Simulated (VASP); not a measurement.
Here is a VASP 6.6.1 calculation.

The input INCAR:

```
SYSTEM = TaN
ALGO     = Normal         ! electronic algorithm
EDIFF    = 1E-6           ! SCF threshold, eV
ENCUT    = 600            ! plane-wave cutoff, eV
GGA_COMPAT= .FALSE.      
ISIF     = 2              ! what is computed and relaxed
ISMEAR   = -1             ! smearing method
LASPH    = .TRUE.         ! aspherical terms in the spheres
LCHARG   = .FALSE.        ! write CHGCAR
LREAL    = .FALSE.        ! projectors in reciprocal space
LWAVE    = .FALSE.        ! write WAVECAR
NBANDS   = 16             ! bands
NELM     = 120            ! most SCF steps
PREC     = Accurate       ! precision mode
SIGMA    = 0.05           ! smearing width, eV
```

KPOINTS

```
k-points
0
G
  10 10 10
  0 0 0
```

The input POSCAR:

```
TaN
1.0
    0.0000000000      2.1814365931      2.1814365931
    2.1814365931      0.0000000000      2.1814365931
    2.1814365931      2.1814365931      0.0000000000
Ta N
1 1
Direct
    0.5000000000      0.5000000000      0.5000000000
    0.0000000000      0.0000000000      0.0000000000
```

Potentials or basis: VASP PAW LDA potentials, release 64 (Ta_sv_GW, N).

Run with:

```console
$ cat potpaw_LDA.64/Ta_sv_GW/POTCAR potpaw_LDA.64/N/POTCAR > POTCAR
$ mpirun -np 1 vasp_std > vasp.out
```

(1) What does it give for the band gap on the k mesh?

(2) Predict the pressure.

Results:

(1) zero (band 9 reaches 15.81 eV, above the bottom of band 10 at 11.66 eV).

(2) -2.6 GPa.

Caveat: spin-orbit coupling is left out, which moves the levels of the heavy elements.
